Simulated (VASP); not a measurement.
Si3Ge: single point with r2SCAN

The system is Si3Ge.

```xyz
4
Lattice="3.8881 0.0000 0.0000 0.0000 3.8881 0.0000 0.0000 0.0000 5.4837" Properties=species:S:1:pos:R:3 pbc="T T T"
Si    1.9440    0.0000    4.1395
Si    1.9440    1.9440    0.0000
Si    0.0000    1.9440    1.3442
Ge    0.0000    0.0000    2.7418
```

```yaml
Program: VASP 6.6.1
Task: single point
Functional: r2SCAN
Potentials_or_basis: VASP PAW PBE potentials, release 64 (Si, Ge_d)
Cutoff: 520 eV
k_mesh: 6 × 6 × 4
Occupations: gaussian, width 0.01 eV
Spin: no spin polarisation
Dipole_correction: no
Further_INCAR_settings: ALGO = Normal; EDIFF = 1e-06; NBANDS = 21
```

```
Pressure               : -0.1 GPa
Largest force          : 0.020 eV/Å
Band gap on the k mesh : 0.58 eV, indirect (least direct gap 0.85 eV)
```

Forces on the atoms (eV/Å):
```
Si   0.000  0.000  0.020
Si   0.000  0.000  0.000
Si   0.000  0.000 -0.020
Ge   0.000  0.000  0.000
```

Levels at points of the mesh, in eV from the valence-band top:
```csv
k point,band 9,band 10,band 11,band 12,band 13,band 14,band 15,band 16,band 17,band 18
"(0.00, 0.00, 0.00)",-3.09,-3.09,-0.03,0.00,0.00,0.85,1.02,2.73,2.73,2.78
"(0.50, 0.00, 0.00)",-5.73,-3.95,-3.89,-1.61,-1.34,2.45,2.83,4.97,5.13,5.43
"(0.50, 0.50, 0.00)",-8.21,-3.12,-3.06,-3.06,-3.00,0.58,1.04,1.04,1.20,10.43
"(0.00, 0.00, 0.50)",-3.64,-2.17,-2.17,-1.92,-1.92,1.11,1.44,3.41,3.53,5.96
"(0.50, 0.00, 0.50)",-7.24,-1.51,-1.34,-1.30,-1.18,1.28,1.75,3.48,3.58,3.75
"(0.50, 0.50, 0.50)",-8.04,-4.05,-4.05,-4.05,-3.97,4.52,4.73,4.73,4.89,5.10
```

Wall time 83 s on 1 thread of Intel(R) Xeon(R) Platinum 8559C (Emerald Rapids) (shared host), peak memory 0.21 GiB.

Caveat: the PAW data sets were made with another functional, which shifts forces and pressure a little. r2SCAN opens gaps a little over a GGA but as a rule still falls short of measured ones.
